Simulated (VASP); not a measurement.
# HfN (Fm-3m) in VASP: a series of runs

Aim: see how the results for HfN move with the level of theory and the settings. Levels: RPBE, PBE, RPBE+D4. Tasks: single point.

All numbers are computed with VASP 6.6.1; they aren't measurements. Logs are shortened: lines on timing, memory, paths and dates and some standing lists are left out, and cuts for length are marked.

**1. The cell of the first run**

The structure is cubic, space group Fm-3m (No. 225). Conventional cell: a = 4.512 Å, b = 4.512 Å, c = 4.512 Å, α = 90.00°, β = 90.00°, γ = 90.00°. Within 3.0 Å of Hf (site symmetry m-3m) lie 6 N at 2.26 Å. N (site symmetry m-3m) has 6 Hf at 2.26 Å within 3.0 Å.

**2. Single point, RPBE**

Contents of INCAR:

```
SYSTEM = HfN
PREC = Accurate
ENCUT = 600
EDIFF = 1E-6
ISMEAR = 0
SIGMA = 0.05
LREAL = .False.
LASPH = .True.
NELM = 120
ALGO = Normal
ISIF = 2
LWAVE = .False.
LCHARG = .True.
GGA = RP
LELF = .True.
LVHAR = .True.
NBANDS = 14
GGA_COMPAT = .False.
```

Contents of KPOINTS:

```
Automatic mesh
0
Gamma
  10 10 10
  0 0 0
```

Contents of POSCAR:

```
HfN
1.0
    0.0000000000      2.2560000000      2.2560000000
    2.2560000000      0.0000000000      2.2560000000
    2.2560000000      2.2560000000      0.0000000000
Hf N
1 1
Direct
    0.0000000000      0.0000000000      0.0000000000
    0.5000000000      0.5000000000      0.5000000000
```

Potentials or basis: VASP PAW PBE potentials, release 64 (Hf_pv, N).

Started as:

```console
$ cat potpaw_PBE.64/Hf_pv/POTCAR potpaw_PBE.64/N/POTCAR > POTCAR
$ mpirun -np 1 vasp_std > vasp.out
```

OUTCAR:

```text
SYSTEM = HfN
   PREC = Accurate
   ENCUT = 600
   EDIFF = 1E-6
   ISMEAR = 0
   LREAL = .False.
   LASPH = .True.
   NELM = 120
   ISIF = 2
   GGA = RP

 ion  position               nearest neighbor table
   1  0.000  0.000  0.000-   2 2.26   2 2.26   2 2.26   2 2.26   2 2.26   2 2.26
   2  0.500  0.500  0.500-   1 2.26   1 2.26   1 2.26   1 2.26   1 2.26   1 2.26

  LATTYP: Found a face centered cubic cell.
 ALAT       =     4.5120000000

  Lattice vectors:

 A1 = (   0.0000000000,   2.2560000000,   2.2560000000)
 A2 = (   2.2560000000,   0.0000000000,   2.2560000000)
 A3 = (   2.2560000000,   2.2560000000,   0.0000000000)

Analysis of symmetry for initial positions (statically):
=====================================================================
 Subroutine PRICEL returns:
 Original cell was already a primitive cell.

 Routine SETGRP: Setting up the symmetry group for a
 face centered cubic supercell.

 Subroutine GETGRP returns: Found 48 space group operations
 (whereof 48 operations were pure point group operations)
 out of a pool of 48 trial point group operations.

The static configuration has the point symmetry O_h .

Analysis of symmetry for dynamics (positions and initial velocities):
=====================================================================
 Subroutine PRICEL returns:
 Original cell was already a primitive cell.

 Routine SETGRP: Setting up the symmetry group for a
 face centered cubic supercell.

 Subroutine GETGRP returns: Found 48 space group operations
 (whereof 48 operations were pure point group operations)
 out of a pool of 48 trial point group operations.

The dynamic configuration has the point symmetry O_h .

 Subroutine INISYM returns: Found 48 space group operations
 (whereof 48 operations are pure point group operations),
 and found     1 'primitive' translations

----------------------------------------------------------------------------------------

                                     Primitive cell

  volume of cell :      22.9640

  direct lattice vectors                    reciprocal lattice vectors
     0.000000000  2.256000000  2.256000000    -0.221631206  0.221631206  0.221631206
     2.256000000  0.000000000  2.256000000     0.221631206 -0.221631206  0.221631206
     2.256000000  2.256000000  0.000000000     0.221631206  0.221631206 -0.221631206

  length of vectors
     3.190465797  3.190465797  3.190465797     0.383876509  0.383876509  0.383876509

  position of ions in fractional coordinates (direct lattice)
[... 85 lines left out ...]
   ISIF   =      2    stress and relaxation
   ISYM   =      2    0-nonsym 1-usesym 2-fastsym
   POTIM  = 0.5000    time-step for ionic-motion
   TEBEG  =    0.0;   TEEND  =   0.0 temperature during run
   PSTRESS=    0.0 pullay stress
   NELECT =      15.0000    total number of electrons
   NUPDOWN=      -1.0000    fix difference up-down
   EMIN   =  10.00;   EMAX   =-10.00  energy-range for DOS
   EFERMI =   0.00;   METHOD = LEGACY
   ISMEAR =     0;   SIGMA  =   0.05  broadening in eV -4-tet -1-fermi 0-gaus
   EFERMI_NEDOS =   21; number of points for ismear=-14 and -15
   IALGO  =     38    algorithm
   IMIX   =      4    mixing-type and parameters
     AMIX     =   0.40;   BMIX     =  1.00
     AMIX_MAG =   1.60;   BMIX_MAG =  1.00
  volume/ion in A,a.u.               =      11.48        77.48
  Fermi-wavevector in a.u.,A,eV,Ry     =   1.420440  2.684242 27.451783  2.017649
  Thomas-Fermi vector in A             =   2.541355
   LORBIT       =      0    0 simple, 1 ext, 2 COOP (PROOUT), +10 PAW based schemes
   GGA     = RP    functional components
   LHFCALC =     F    Hartree Fock is set to
   AEXX    =    0.0000 exact exchange contribution
   IVDW    =     0    specifies the selected vdW correction
   LEPSILON=     F    determine dielectric tensor
   LRPA    =     F    only Hartree local field effects (RPA)
 non-spin polarized calculation
 Gauss-broadening in eV      SIGMA  =   0.05
  energy-cutoff  :      600.00
  volume of cell :       22.96
 maximum number of plane-waves:       785
 NGX is ok and might be reduce to    28
   NGX = 13   NGY = 13   NGZ = 13

 number of electron      15.0000002 magnetization

 Free energy of the ion-electron system (eV)
  ---------------------------------------------------
  ext. energy  EPLUGINS =         0.00000000
  ---------------------------------------------------
  free energy    TOTEN  =       -20.74817556 eV

  energy without entropy =      -20.74704560  energy(sigma->0) =      -20.74761058

 E-fermi :   8.5891     XC(G=0): -12.6789

 val. band max:        8.5456550347   @ k =  -0.4000   0.3000   0.0000
 cond. band min:       8.6030173504   @ k =  -0.1000   0.1000   0.0000
 fundamental gap:      0.0573623157
 Fermi energy:         8.5891440227

 k-point     1 :       0.0000    0.0000    0.0000
  band No.  band energies     occupation
      1     -22.6350      2.00000
      2     -22.6350      2.00000
      3     -22.6350      2.00000
      4      -9.0735      2.00000
      5       5.4866      2.00000
      6       5.4866      2.00000
      7       5.4866      2.00000
      8       8.2162      2.00000
      9       8.2162      2.00000
     10       8.2162      2.00000
     11      10.3515      0.00000
     12      10.5406      0.00000
     13      10.5406      0.00000
     14      18.0821      0.00000
[... 377 lines left out ...]
      1     -23.3131      2.00000
      2     -22.9002      2.00000
      3     -22.8710      2.00000
      4      -7.6874      2.00000
      5       1.9087      2.00000
      6       3.9056      2.00000
      7       4.3853      2.00000
      8       6.0666      2.00000
      9      12.6628      0.00000
     10      13.1511      0.00000
     11      13.3325      0.00000
     12      13.3939      0.00000
     13      17.7585      0.00000
     14      19.9740      0.00000

 [... further k-points ...]
[... 5 lines left out ...]
  --------------------------------------------------------------------------------------
  -------------------------------------------------------------------------------------
  Total        1.2512351      1.2512351      1.2512351      0.0000000      0.0000000      0.0000000
  in kB       87.2975860     87.2975860     87.2975860      0.0000000      0.0000000      0.0000000
  external PRESSURE =      87.2975860 kB  Pullay stress =       0.0000000 kB

 VOLUME and BASIS-vectors are now :
 -----------------------------------------------------------------------------
  energy-cutoff  :      600.00
  volume of cell :       22.96
      direct lattice vectors                 reciprocal lattice vectors
     0.000000000  2.256000000  2.256000000    -0.221631206  0.221631206  0.221631206
     2.256000000  0.000000000  2.256000000     0.221631206 -0.221631206  0.221631206
     2.256000000  2.256000000  0.000000000     0.221631206  0.221631206 -0.221631206

 POSITION                                       TOTAL-FORCE (eV/Angst)
 -----------------------------------------------------------------------------------
      0.00000      0.00000      0.00000        -0.000000     -0.000000      0.000000
      2.25600      2.25600      2.25600         0.000000      0.000000     -0.000000
 -----------------------------------------------------------------------------------
    total drift:                                0.000000      0.000000      0.000000

  FREE ENERGIE OF THE ION-ELECTRON SYSTEM (eV)
  ---------------------------------------------------
  free  energy   TOTEN  =       -20.7481755609 eV

  energy  without entropy=      -20.7470456001  energy(sigma->0) =      -20.74761058
```

stdout:

```text
POSCAR found type information on POSCAR HfN
 POSCAR found :  2 types and       2 ions
 scaLAPACK will be used
 -----------------------------------------------------------------------------
|                                                                             |
|                                                                             |
|     You enforced a specific xc type in the INCAR file but a different       |
|     I HOPE YOU KNOW WHAT YOU ARE DOING!                                     |
|                                                                             |
 -----------------------------------------------------------------------------

 LDA part: xc-table for (Slater+PW92), standard interpolation
 POSCAR, INCAR and KPOINTS ok, starting setup
 FFT: planning ... GRIDC
 FFT: planning ... GRID_SOFT
 FFT: planning ... GRID
 WAVECAR not read
 entering main loop
```

Run time: 20 s. Hardware: 1 thread of AMD EPYC 7R13 (Zen 3), shared host; peak memory 0.14 GiB.

Results:

```yaml
Free_energy: -20.7482 eV
Pressure: 8.7 GPa
Band_gap_on_the_k_mesh: zero (an odd number of electrons rules out a gap without spin polarisation)
```

Caveat: the cell stands under pressure; the PAW data sets were made with another functional, which shifts forces and pressure a little; spin-orbit coupling is left out, which moves the levels of the heavy elements.

**3. Single point, PBE**

Contents of INCAR:

```
PREC = Accurate
ENCUT = 600
EDIFF = 1E-6
ISMEAR = 0
SIGMA = 0.022
LREAL = False
LASPH = True
NELM = 120
ALGO = Normal
ISIF = 2
LWAVE = False
LCHARG = False
GGA = PE
NBANDS = 14
GGA_COMPAT = False
```

Contents of KPOINTS:

```
regular mesh
0
Gamma
  10 10 10
```

POSCAR is that of step 2.

Potentials or basis: VASP PAW PBE potentials, release 64 (Hf_pv, N).

Started as:

```console
$ cat potpaw_PBE.64/Hf_pv/POTCAR potpaw_PBE.64/N/POTCAR > POTCAR
$ mpirun -np 1 vasp_std > vasp.out
```

OUTCAR:

```text
PREC = Accurate
   ENCUT = 600
   EDIFF = 1E-6
   ISMEAR = 0
   LREAL = False
   LASPH = True
   NELM = 120
   ISIF = 2
   GGA = PE

 ion  position               nearest neighbor table
   1  0.000  0.000  0.000-   2 2.26   2 2.26   2 2.26   2 2.26   2 2.26   2 2.26
   2  0.500  0.500  0.500-   1 2.26   1 2.26   1 2.26   1 2.26   1 2.26   1 2.26

  LATTYP: Found a face centered cubic cell.
 ALAT       =     4.5120000000

  Lattice vectors:

 A1 = (   0.0000000000,   2.2560000000,   2.2560000000)
 A2 = (   2.2560000000,   0.0000000000,   2.2560000000)
[... 587 lines left out ...]
     11      13.1934      0.00000
     12      13.2679      0.00000
     13      17.6127      0.00000
     14      19.8103      0.00000

 [... further k-points ...]
[... 5 lines left out ...]
  --------------------------------------------------------------------------------------
  -------------------------------------------------------------------------------------
  Total        0.5859878      0.5859878      0.5859878      0.0000000     -0.0000000      0.0000000
  in kB       40.8838562     40.8838562     40.8838562      0.0000000     -0.0000000      0.0000000
  external PRESSURE =      40.8838562 kB  Pullay stress =       0.0000000 kB

 VOLUME and BASIS-vectors are now :
 -----------------------------------------------------------------------------
  energy-cutoff  :      600.00
  volume of cell :       22.96
      direct lattice vectors                 reciprocal lattice vectors
     0.000000000  2.256000000  2.256000000    -0.221631206  0.221631206  0.221631206
     2.256000000  0.000000000  2.256000000     0.221631206 -0.221631206  0.221631206
     2.256000000  2.256000000  0.000000000     0.221631206  0.221631206 -0.221631206

 POSITION                                       TOTAL-FORCE (eV/Angst)
 -----------------------------------------------------------------------------------
      0.00000      0.00000      0.00000         0.000000     -0.000000      0.000000
      2.25600      2.25600      2.25600        -0.000000      0.000000     -0.000000
 -----------------------------------------------------------------------------------
    total drift:                                0.000000      0.000000      0.000000

  FREE ENERGIE OF THE ION-ELECTRON SYSTEM (eV)
  ---------------------------------------------------
  free  energy   TOTEN  =       -21.7472632410 eV

  energy  without entropy=      -21.7471562817  energy(sigma->0) =      -21.74720976
```

stdout:

```text
POSCAR found type information on POSCAR HfN
 POSCAR found :  2 types and       2 ions
 scaLAPACK will be used
 LDA part: xc-table for (Slater+PW92), standard interpolation
 POSCAR, INCAR and KPOINTS ok, starting setup
 FFT: planning ... GRIDC
 FFT: planning ... GRID_SOFT
 FFT: planning ... GRID
 WAVECAR not read
 entering main loop
```

Run time: 21 s. Hardware: 1 thread of AMD EPYC 7R13 (Zen 3), shared host; peak memory 0.14 GiB.

Results:

```
Free energy            : -21.7473 eV
Pressure               : 4.1 GPa
Band gap on the k mesh : zero (an odd number of electrons rules out a gap without spin polarisation)
```

Caveat: the cell stands under pressure; spin-orbit coupling is left out, which moves the levels of the heavy elements.

**4. Single point, RPBE+D4**

This run uses another cell than the first one, of 11.53 Å³/atom.

Contents of INCAR:

```
SYSTEM = HfN
  PREC = Accurate
  ENCUT = 600
  EDIFF = 1E-6
  ISMEAR = -1
  SIGMA = 0.05
  LREAL = .FALSE.
  LASPH = .TRUE.
  NELM = 120
  ALGO = Normal
  ISIF = 2
  LWAVE = .FALSE.
  LCHARG = .FALSE.
  GGA = RP
  IVDW = 13
  NBANDS = 14
  GGA_COMPAT = .FALSE.
```

Contents of KPOINTS:

```
Automatic mesh
0
G
  10 10 10
  0 0 0
```

Contents of POSCAR:

```
HfN
1.0
    0.0000000000      2.2589206520      2.2589206520
    2.2589206520      0.0000000000      2.2589206520
    2.2589206520      2.2589206520      0.0000000000
Hf N
1 1
Direct
    0.0000000000      0.0000000000      0.0000000000
    0.5000000000      0.5000000000      0.5000000000
```

Started as:

```console
$ cat potpaw_PBE.64/Hf_pv/POTCAR potpaw_PBE.64/N/POTCAR > POTCAR
$ mpirun -np 1 vasp_std > vasp.out
```

Wall time 24 s (1 thread of AMD EPYC 7R13 (Zen 3), shared host); peak memory 0.14 GiB.

The run converged. Its results:

```yaml
Free_energy: -21.8408 eV
Pressure: -2.6 GPa
Band_gap_on_the_k_mesh: zero (an odd number of electrons rules out a gap without spin polarisation)
Dispersion_energy_per_atom: -0.543 eV
```

Levels at points of the mesh, in eV from the Fermi level:
| k point | band 5 | band 6 | band 7 | band 8 | band 9 | band 10 | band 11 | band 12 |
| --- | --- | --- | --- | --- | --- | --- | --- | --- |
| (0.00, 0.00, 0.00) | -3.10 | -3.10 | -3.10 | -0.38 | -0.38 | -0.38 | 1.72 | 1.94 |
| (0.50, 0.00, 0.00) | -8.94 | -6.24 | -6.24 | 3.24 | 3.68 | 3.68 | 4.35 | 8.80 |
| (0.50, 0.50, 0.00) | -5.50 | -3.85 | -3.77 | -3.77 | 4.07 | 5.49 | 5.49 | 5.54 |

Caveat: the PAW data sets were made with another functional, which shifts forces and pressure a little; spin-orbit coupling is left out, which moves the levels of the heavy elements.

**5. Single point, PBE**

This run uses another cell than the first one, of 11.76 Å³/atom.

Contents of INCAR:

```
SYSTEM = HfN
PREC = Accurate ; ENCUT = 600
EDIFF = 1E-6 ; ISMEAR = -1
SIGMA = 0.05 ; LREAL = .False.
LASPH = .True. ; NELM = 120
ALGO = Normal ; ISIF = 2
LWAVE = .False. ; LCHARG = .True.
GGA = PE ; LELF = .True.
LVHAR = .True. ; NBANDS = 14
GGA_COMPAT = .False.
```

Contents of KPOINTS:

```
regular mesh
0
Gamma
  10 10 10
  0 0 0
```

Contents of POSCAR:

```
HfN
1.0
    0.0000000000      2.2741774810      2.2741774810
    2.2741774810      0.0000000000      2.2741774810
    2.2741774810      2.2741774810      0.0000000000
Hf N
1 1
Direct
    0.0000000000      0.0000000000      0.0000000000
    0.5000000000      0.5000000000      0.5000000000
```

Started as:

```console
$ cat potpaw_PBE.64/Hf_pv/POTCAR potpaw_PBE.64/N/POTCAR > POTCAR
$ mpirun -np 1 vasp_std > vasp.out
```

It took 24 s on 1 thread of AMD EPYC 7R13 (Zen 3), shared host; peak memory 0.14 GiB.

It converged, with:

| Quantity | Value |
| --- | --- |
| Free energy | -21.7539 eV |
| Pressure | -2.5 GPa |
| Band gap on the k mesh | zero (an odd number of electrons rules out a gap without spin polarisation) |

Levels at points of the mesh, in eV from the Fermi level:
```csv
k point,band 5,band 6,band 7,band 8,band 9,band 10,band 11,band 12
"(0.00, 0.00, 0.00)",-3.05,-3.05,-3.05,-0.37,-0.37,-0.37,1.57,1.88
"(0.50, 0.00, 0.00)",-8.81,-6.12,-6.12,3.15,3.57,3.57,4.28,8.56
"(0.50, 0.50, 0.00)",-5.45,-3.76,-3.72,-3.72,3.96,5.32,5.33,5.33
```

Caveat: spin-orbit coupling is left out, which moves the levels of the heavy elements.

**6. The runs side by side**

```csv
level,cell,smearing,gap on the mesh (eV),pressure (GPa)
RPBE,"a = 3.190 Å, angles 60.0°, 2 atoms",gaussian 0.05 eV,none,8.7
PBE,"a = 3.190 Å, angles 60.0°, 2 atoms",gaussian 0.022 eV,none,4.1
RPBE+D4,"a = 3.195 Å, angles 60.0°, 2 atoms",fermi-dirac 0.05 eV,none,-2.6
PBE,"a = 3.216 Å, angles 60.0°, 2 atoms",fermi-dirac 0.05 eV,none,-2.5
```

Alike in all rows: task single point; potentials or basis VASP PAW PBE potentials, release 64 (Hf_pv, N); no spin polarisation; k mesh 10 × 10 × 10; cutoff (eV) 600.

Caveats: spin-orbit coupling is left out, which moves the levels of the heavy elements; the cell stands under pressure (at least some runs); the PAW data sets were made with another functional, which shifts forces and pressure a little (at least some runs).

Total energies depend on the potentials used, so only differences within one code and one set of settings carry meaning.

The gap in the log of VASP goes by the Fermi energy; the results here count the filled bands.